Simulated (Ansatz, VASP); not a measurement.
## Ti2B2Os: VASP beside Ansatz

```xyz
5
Lattice="3.9869 0.0000 0.0000 -1.9934 3.4527 0.0000 0.0000 0.0000 4.7031" Properties=species:S:1:pos:R:3 pbc="T T T"
Ti    1.9934    1.1509    0.0000
Ti    1.9934    1.1509    2.3516
B     0.0000    0.0000    1.4252
B     0.0000    0.0000    3.2779
Os    0.0000    2.3018    0.0000
```

Alike in both runs: task relaxation of cell and atoms; functional PBE; k mesh 12 × 12 × 8; occupations gaussian, width 0.1 eV; no spin polarisation.

|  | VASP | Ansatz |
| --- | --- | --- |
| version | VASP 6.6.1 | Ansatz 0.2.0 |
| potentials or method | VASP PAW PBE potentials, release 64 (Ti_sv, B, Os), cutoff 600 eV | scalar-relativistic, plane waves, PAW |
| valence electrons in the cell | 38 | 46 |

|  | VASP | Ansatz | Ansatz less VASP |
| --- | --- | --- | --- |
| gap on the k mesh at the Fermi level, each at its own relaxed structure (eV) | none | none | - |
| relaxed volume (Å³/atom) | 13.00 | 12.98 | -0.018 |
| relaxed length of the cell vector where the two differ most in proportion (Å) | 3.987 | 3.982 | -0.0041 |

A gap of «none» marks a metal or a gap that the smearing closes. VASP's potentials hold 38 valence electrons a cell and Ansatz's 46, so a difference there can come from the potentials and not from the codes.

Spin-orbit coupling is off throughout.
